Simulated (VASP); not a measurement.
# Zr2PbO (R-3m) in VASP: notebook

Runs on Zr2PbO. Level: PBE. Tasks: single point.

Program: VASP 6.6.1. These are calculated values, not measurements. Logs are shortened: lines on timing, memory, paths and dates and some standing lists are left out, and cuts for length are marked.

### 1 The cell of the first run

It takes space group R-3m (No. 166, trigonal). Conventional cell: a = 4.595 Å, b = 4.595 Å, c = 19.242 Å, α = 90.00°, β = 90.00°, γ = 120.00°. Zr (site symmetry 3m) has 1 O at 1.94 Å within 2.6 Å. Pb (site symmetry -3m) has 6 Zr at 2.94 Å within 3.9 Å. Within 2.6 Å of O (site symmetry -3m) lie 2 Zr at 1.94 Å.

The cell was generated, and may not be a known phase.

### 2 Single point, PBE

Contents of INCAR:

```
PREC = Accurate ; ENCUT = 600
EDIFF = 1E-6 ; ISMEAR = 0
SIGMA = 0.1 ; LREAL = F
LASPH = T ; NELM = 120
ALGO = Normal ; ISIF = 2
LWAVE = F ; LCHARG = T
GGA = PE ; LELF = T
LVHAR = T ; NBANDS = 30
GGA_COMPAT = F
```

Contents of KPOINTS:

```
regular mesh
0
Gamma
  6 6 6
```

Contents of POSCAR:

```
Zr2PbO
1.0
    2.2973184165      1.3263574040      6.4138521527
   -2.2973184165      1.3263574040      6.4138521527
    0.0000000000     -2.6527148146      6.4138521513
Zr Pb O
2 1 1
Direct
    0.3989354869      0.3989354869      0.3989354869
    0.6010645131      0.6010645131      0.6010645131
    0.0000000000      0.0000000000      0.0000000000
    0.5000000000      0.5000000000      0.5000000000
```

Potentials or basis: VASP PAW PBE potentials, release 64 (Zr_sv, Pb_d, O).

Started as:

```bash
$ cat potpaw_PBE.64/Zr_sv/POTCAR potpaw_PBE.64/Pb_d/POTCAR potpaw_PBE.64/O/POTCAR > POTCAR
$ mpirun -np 1 vasp_std > vasp.out
```

OUTCAR:

```text
PREC = Accurate
   ENCUT = 600
   EDIFF = 1E-6
   ISMEAR = 0
   LREAL = F
   LASPH = T
   NELM = 120
   ISIF = 2
   GGA = PE

 ion  position               nearest neighbor table
   1  0.399  0.399  0.399-   4 1.94   3 2.94   3 2.94   3 2.94   2 3.66   2 3.66   2 3.66   2 3.89

   2  0.601  0.601  0.601-   4 1.94   3 2.94   3 2.94   3 2.94   1 3.66   1 3.66   1 3.66   1 3.89

   3  0.000  0.000  0.000-   2 2.94   2 2.94   1 2.94   1 2.94   2 2.94   1 2.94
   4  0.500  0.500  0.500-   1 1.94   2 1.94

  LATTYP: Found a trigonal (rhomboedric) cell.
 ALAT       =     6.9407777163
 COS(alpha) =     0.7808930710

  Lattice vectors:

 A1 = (   2.2973184165,   1.3263574040,   6.4138521527)
 A2 = (  -2.2973184165,   1.3263574040,   6.4138521527)
 A3 = (   0.0000000000,  -2.6527148146,   6.4138521513)

Analysis of symmetry for initial positions (statically):
=====================================================================
 Subroutine PRICEL returns:
 Original cell was already a primitive cell.

 Routine SETGRP: Setting up the symmetry group for a
 trigonal (rhombohedral) supercell.

 Subroutine GETGRP returns: Found 12 space group operations
 (whereof 12 operations were pure point group operations)
 out of a pool of 12 trial point group operations.

The static configuration has the point symmetry D_3d.

Analysis of symmetry for dynamics (positions and initial velocities):
=====================================================================
 Subroutine PRICEL returns:
 Original cell was already a primitive cell.

 Routine SETGRP: Setting up the symmetry group for a
 trigonal (rhombohedral) supercell.

 Subroutine GETGRP returns: Found 12 space group operations
 (whereof 12 operations were pure point group operations)
 out of a pool of 12 trial point group operations.

The dynamic configuration has the point symmetry D_3d.

 Subroutine INISYM returns: Found 12 space group operations
 (whereof 12 operations are pure point group operations),
 and found     1 'primitive' translations

----------------------------------------------------------------------------------------

                                     Primitive cell

  volume of cell :     117.2606

  direct lattice vectors                    reciprocal lattice vectors
     2.297318417  1.326357404  6.413852153     0.217645058  0.125657433  0.051970848
    -2.297318417  1.326357404  6.413852153    -0.217645058  0.125657433  0.051970848
     0.000000000 -2.652714815  6.413852151     0.000000000 -0.251314866  0.051970848

  length of vectors
     6.940777716  6.940777716  6.940777716     0.256632287  0.256632287  0.256632287

  position of ions in fractional coordinates (direct lattice)
     0.398935487  0.398935487  0.398935487
     0.601064513  0.601064513  0.601064513
     0.000000000  0.000000000  0.000000000
     0.500000000  0.500000000  0.500000000

  ion indices of the primitive-cell ions
   primitive index   ion index
                 1           1
                 2           2
                 3           3
                 4           4

----------------------------------------------------------------------------------------

 KPOINTS: regular mesh

Automatic generation of k-mesh.
 Grid dimensions read from file:
 generate k-points for:    6    6    6

 Generating k-lattice:

  Cartesian coordinates                     Fractional coordinates (reciprocal lattice)
     0.036274176  0.020942905  0.008661808     0.166666667  0.000000000 -0.000000000
    -0.036274176  0.020942905  0.008661808     0.000000000  0.166666667 -0.000000000
     0.000000000 -0.041885811  0.008661808     0.000000000  0.000000000  0.166666667

  Length of vectors
     0.042772048  0.042772048  0.042772048

  Shift w.r.t. Gamma in fractional coordinates (k-lattice)
     0.000000000  0.000000000  0.000000000

 Subroutine IBZKPT returns following result:
 ===========================================

 Found     32 irreducible k-points:

 Following reciprocal coordinates:
            Coordinates               Weight
  0.000000  0.000000  0.000000      1.000000
  0.166667 -0.000000  0.000000      6.000000
  0.333333  0.000000  0.000000      6.000000
  0.500000  0.000000  0.000000      3.000000
  0.166667  0.166667  0.000000      6.000000
  0.333333  0.166667  0.000000     12.000000
[... 16 lines left out ...]
  0.500000  0.500000  0.166667      6.000000
 -0.333333  0.500000  0.166667     12.000000
 [... further k-points ...]
   k-points           NKPTS =     32   k-points in BZ     NKDIM =     32   number of bands    NBANDS=     30
   number of dos      NEDOS =    301   number of ions     NIONS =      4
   total plane-waves  NPLWV = 175616
   dimension x,y,z NGX =    56 NGY =   56 NGZ =   56
   dimension x,y,z NGXF=   112 NGYF=  112 NGZF=  112
   ions per type =               2   1   1
   NGX,Y,Z   is equivalent  to a cutoff of  13.41, 13.41, 13.41 a.u.
   NGXF,Y,Z  is equivalent  to a cutoff of  26.83, 26.83, 26.83 a.u.
 SYSTEM =  unknown system
   PREC   = accura    normal or accurate (medium, high low for compatibility)
   ISTART =      0    job   : 0-new  1-cont  2-samecut
   ICHARG =      2    charge: 1-file 2-atom 10-const
   ISPIN  =      1    spin polarized calculation?
   LNONCOLLINEAR =      F non collinear calculations
   LSORBIT =      F    spin-orbit coupling
   LASPH  =      T    aspherical Exc in radial PAW
   ENCUT  =  600.0 eV  44.10 Ry    6.64 a.u.  13.86 13.86 13.86*2*pi/ulx,y,z
   NELM   =    120;   NELMIN=  2; NELMDL= -5     # of ELM steps
   EDIFF  = 0.1E-05   stopping-criterion for ELM
   LREAL  =      F    real-space projection
   EDIFFG = 0.1E-04   stopping-criterion for IOM
   NSW    =      0    number of steps for IOM
   IBRION =     -1    ionic relax: 0-MD 1-quasi-New 2-CG
   NFREE  =      0    steps in history (QN), initial steepest desc. (CG)
   ISIF   =      2    stress and relaxation
   ISYM   =      2    0-nonsym 1-usesym 2-fastsym
   POTIM  = 0.5000    time-step for ionic-motion
   TEBEG  =    0.0;   TEEND  =   0.0 temperature during run
   PSTRESS=    0.0 pullay stress
   NELECT =      44.0000    total number of electrons
   NUPDOWN=      -1.0000    fix difference up-down
   EMIN   =  10.00;   EMAX   =-10.00  energy-range for DOS
   EFERMI =   0.00;   METHOD = LEGACY
   ISMEAR =     0;   SIGMA  =   0.10  broadening in eV -4-tet -1-fermi 0-gaus
   EFERMI_NEDOS =   21; number of points for ismear=-14 and -15
   IALGO  =     38    algorithm
   IMIX   =      4    mixing-type and parameters
     AMIX     =   0.40;   BMIX     =  1.00
     AMIX_MAG =   1.60;   BMIX_MAG =  1.00
  volume/ion in A,a.u.               =      29.32       197.83
  Fermi-wavevector in a.u.,A,eV,Ry     =   1.180797  2.231382 18.970337  1.394280
  Thomas-Fermi vector in A             =   2.317082
   LORBIT       =      0    0 simple, 1 ext, 2 COOP (PROOUT), +10 PAW based schemes
   GGA     = PE    functional components
   LHFCALC =     F    Hartree Fock is set to
   AEXX    =    0.0000 exact exchange contribution
   IVDW    =     0    specifies the selected vdW correction
   LEPSILON=     F    determine dielectric tensor
   LRPA    =     F    only Hartree local field effects (RPA)
 non-spin polarized calculation
 Gauss-broadening in eV      SIGMA  =   0.10
  energy-cutoff  :      600.00
  volume of cell :      117.26
 maximum number of plane-waves:      3933
   NGX = 27   NGY = 27   NGZ = 27

 number of electron      44.0000001 magnetization

 Free energy of the ion-electron system (eV)
  ---------------------------------------------------
  ext. energy  EPLUGINS =         0.00000000
  ---------------------------------------------------
  free energy    TOTEN  =       -28.88007988 eV

  energy without entropy =      -28.86843160  energy(sigma->0) =      -28.87425574

 E-fermi :   4.8817     XC(G=0):  -8.7740

 val. band max:        4.8798275625   @ k =  -0.1667   0.1667   0.0000
 cond. band min:       4.9480961068   @ k =  -0.3333   0.3333   0.0000
 fundamental gap:      0.0682685443
 Fermi energy:         4.8817480815

 k-point     1 :       0.0000    0.0000    0.0000
  band No.  band energies     occupation
      1     -44.9651      2.00000
      2     -44.9472      2.00000
      3     -23.4975      2.00000
      4     -23.1145      2.00000
      5     -22.9749      2.00000
      6     -22.9749      2.00000
[... 22 lines left out ...]
     29       7.8113      0.00000
     30       9.4631      0.00000

 k-point     2 :       0.1667   -0.0000    0.0000
  band No.  band energies     occupation
      1     -44.9640      2.00000
      2     -44.9479      2.00000
      3     -23.4902      2.00000
      4     -23.1249      2.00000
      5     -22.9754      2.00000
      6     -22.9719      2.00000
[... 22 lines left out ...]
     29       7.9415      0.00000
     30       9.2133      0.00000

 k-point     3 :       0.3333    0.0000    0.0000
  band No.  band energies     occupation
      1     -44.9615      2.00000
      2     -44.9498      2.00000
      3     -23.4746      2.00000
      4     -23.1451      2.00000
      5     -22.9765      2.00000
      6     -22.9763      2.00000
[... 22 lines left out ...]
     29       8.1123      0.00000
     30       8.6623      0.00000

 k-point     4 :       0.5000    0.0000    0.0000
  band No.  band energies     occupation
      1     -44.9599      2.00000
      2     -44.9511      2.00000
      3     -23.4661      2.00000
      4     -23.1555      2.00000
      5     -22.9826      2.00000
      6     -22.9770      2.00000
[... 616 lines left out ...]
     29       7.4565      0.00000
     30       8.5260      0.00000

 k-point    23 :       0.5000    0.5000    0.1667
  band No.  band energies     occupation
      1     -44.9577      2.00000
      2     -44.9537      2.00000
      3     -23.4359      2.00000
      4     -23.1852      2.00000
      5     -22.9838      2.00000
      6     -22.9773      2.00000
[... 22 lines left out ...]
     29       7.9393      0.00000
     30       9.1332      0.00000

 k-point    24 :      -0.3333    0.5000    0.1667
  band No.  band energies     occupation
      1     -44.9559      2.00000
      2     -44.9551      2.00000
      3     -23.4418      2.00000
      4     -23.1791      2.00000
      5     -22.9945      2.00000
      6     -22.9705      2.00000
[... 22 lines left out ...]
     29       7.6264      0.00000
     30       8.6715      0.00000

 [... further k-points ...]

------------------------ aborting loop because EDIFF is reached ----------------------------------------

  FORCE on cell =-STRESS in cart. coord.  units (eV):
  Direction    XX          YY          ZZ          XY          YZ          ZX
  --------------------------------------------------------------------------------------
  -------------------------------------------------------------------------------------
  Total       -0.0645468     -0.0645468      0.3070997      0.0000000     -0.0000000      0.0000000
  in kB       -0.8819287     -0.8819287      4.1960251      0.0000000     -0.0000000      0.0000000
  external PRESSURE =       0.8107226 kB  Pullay stress =       0.0000000 kB

 VOLUME and BASIS-vectors are now :
 -----------------------------------------------------------------------------
  energy-cutoff  :      600.00
  volume of cell :      117.26
      direct lattice vectors                 reciprocal lattice vectors
     2.297318417  1.326357404  6.413852153     0.217645058  0.125657433  0.051970848
    -2.297318417  1.326357404  6.413852153    -0.217645058  0.125657433  0.051970848
     0.000000000 -2.652714815  6.413852151     0.000000000 -0.251314866  0.051970848

 POSITION                                       TOTAL-FORCE (eV/Angst)
 -----------------------------------------------------------------------------------
      0.00000     -0.00000      7.67614         0.000000      0.000000     -0.050288
      0.00000     -0.00000     11.56542         0.000000     -0.000000      0.050288
      0.00000      0.00000      0.00000         0.000000      0.000000      0.000000
      0.00000     -0.00000      9.62078        -0.000000     -0.000000     -0.000000
 -----------------------------------------------------------------------------------
    total drift:                               -0.000000     -0.000000     -0.000000

  FREE ENERGIE OF THE ION-ELECTRON SYSTEM (eV)
  ---------------------------------------------------
  free  energy   TOTEN  =       -28.8800798850 eV

  energy  without entropy=      -28.8684316038  energy(sigma->0) =      -28.87425574
```

Wall time 7.2 min (1 thread of Oxide Virtual Turin-like, shared host); peak memory 0.44 GiB.

Results:

```yaml
Free_energy: -28.8801 eV
Pressure: 0.1 GPa
Largest_force: 0.050 eV/Å
Band_gap_on_the_k_mesh: zero (bands 22 and 23 overlap by 0.40 eV)
```

Forces in eV/Å, atoms in the order of the input:
```
Zr   0.000  0.000 -0.050
Zr   0.000  0.000  0.050
Pb   0.000  0.000  0.000
O    0.000  0.000  0.000
```

Stress tensor (GPa, compression positive):
```
-0.09  0.00  0.00
 0.00 -0.09  0.00
 0.00  0.00  0.42
```

Levels at points of the mesh, in eV from the Fermi level:
```tsv
k point	band 20	band 21	band 22	band 23	band 24	band 25
(0.00, 0.00, 0.00)	-1.84	-1.84	-0.18	-0.18	0.70	1.22
(0.50, 0.00, 0.00)	-1.79	-1.21	-0.33	0.57	0.91	1.42
(0.50, 0.50, 0.00)	-1.41	-1.14	-0.72	0.75	0.85	1.32
(0.50, 0.50, 0.50)	-1.99	-1.99	0.22	0.22	1.81	1.81
```

Caveat: spin-orbit coupling is left out, which moves the levels of the heavy elements.

### 3 Single point, PBE, collinear spin

Contents of INCAR:

```
SYSTEM = Zr2PbO
  ALGO = Normal
  EDIFF = 1E-6
  ENCUT = 600
  GGA = PE
  GGA_COMPAT = .False.
  ISIF = 2
  ISMEAR = 0
  ISPIN = 2
  LASPH = .True.
  LCHARG = .False.
  LMAXMIX = 4
  LORBIT = 11
  LREAL = .False.
  LWAVE = .False.
  MAGMOM = 1 1 0 0
  NBANDS = 34
  NELM = 200
  PREC = Accurate
  SIGMA = 0.1
```

Contents of KPOINTS:

```
k-points
0
Gamma
  6 6 6
  0 0 0
```

Contents of POSCAR:

```
Zr2PbO
1.0
    2.2973184165      1.3263574062      6.4138521522
   -2.2973184165      1.3263574062      6.4138521522
    0.0000000000     -2.6527148124      6.4138521522
Zr Pb O
2 1 1
Direct
    0.3989354869      0.3989354869      0.3989354869
    0.6010645131      0.6010645131      0.6010645131
    0.0000000000      0.0000000000      0.0000000000
    0.5000000000      0.5000000000      0.5000000000
```

Potentials or basis: VASP PAW PBE potentials, release 64 (Zr_sv, Pb_d, O).

Started as:

```bash
$ cat potpaw_PBE.64/Zr_sv/POTCAR potpaw_PBE.64/Pb_d/POTCAR potpaw_PBE.64/O/POTCAR > POTCAR
$ mpirun -np 1 vasp_std > vasp.out
```

It took 10 min on 1 thread of Oxide Virtual Turin-like, shared host; peak memory 0.66 GiB.

Results (log left out):

```yaml
Free_energy: -28.8801 eV
Pressure: 0.1 GPa
Largest_force: 0.051 eV/Å
Band_gap_on_the_k_mesh: zero (filled and empty bands overlap)
Net_moment: 0.00 μB per cell
Valence_electrons_inside_the_program's_atomic_spheres: Zr 9.73; Pb 12.35; O 5.05
```

Forces on the atoms (eV/Å):
```
Zr   0.000  0.000 -0.051
Zr   0.000  0.000  0.051
Pb   0.000  0.000  0.000
O    0.000  0.000  0.000
```

Stress tensor (GPa, compression positive):
```
-0.08  0.00  0.00
 0.00 -0.08  0.00
 0.00  0.00  0.42
```

Levels at points of the mesh, in eV from the Fermi level:
Spin up:
| k point | band 19 | band 20 | band 21 | band 22 | band 23 | band 24 | band 25 | band 26 |
| --- | --- | --- | --- | --- | --- | --- | --- | --- |
| (0.00, 0.00, 0.00) | -2.70 | -1.84 | -1.84 | -0.18 | -0.18 | 0.70 | 1.22 | 1.22 |
| (0.50, 0.00, 0.00) | -3.47 | -1.79 | -1.21 | -0.33 | 0.57 | 0.91 | 1.42 | 1.47 |
| (0.50, 0.50, 0.00) | -3.22 | -1.41 | -1.14 | -0.72 | 0.75 | 0.85 | 1.32 | 1.40 |
| (0.50, 0.50, 0.50) | -3.19 | -1.99 | -1.99 | 0.22 | 0.22 | 1.81 | 1.81 | 2.01 |
Spin down:
| k point | band 19 | band 20 | band 21 | band 22 | band 23 | band 24 | band 25 | band 26 |
| --- | --- | --- | --- | --- | --- | --- | --- | --- |
| (0.00, 0.00, 0.00) | -2.70 | -1.84 | -1.84 | -0.18 | -0.18 | 0.70 | 1.22 | 1.22 |
| (0.50, 0.00, 0.00) | -3.47 | -1.79 | -1.21 | -0.33 | 0.57 | 0.91 | 1.42 | 1.47 |
| (0.50, 0.50, 0.00) | -3.22 | -1.41 | -1.14 | -0.72 | 0.75 | 0.85 | 1.32 | 1.40 |
| (0.50, 0.50, 0.50) | -3.19 | -1.99 | -1.99 | 0.22 | 0.22 | 1.81 | 1.81 | 2.01 |

Caveat: spin-orbit coupling is left out, which moves the levels of the heavy elements.

The gap in the log of VASP goes by the Fermi energy; the results here count the filled bands.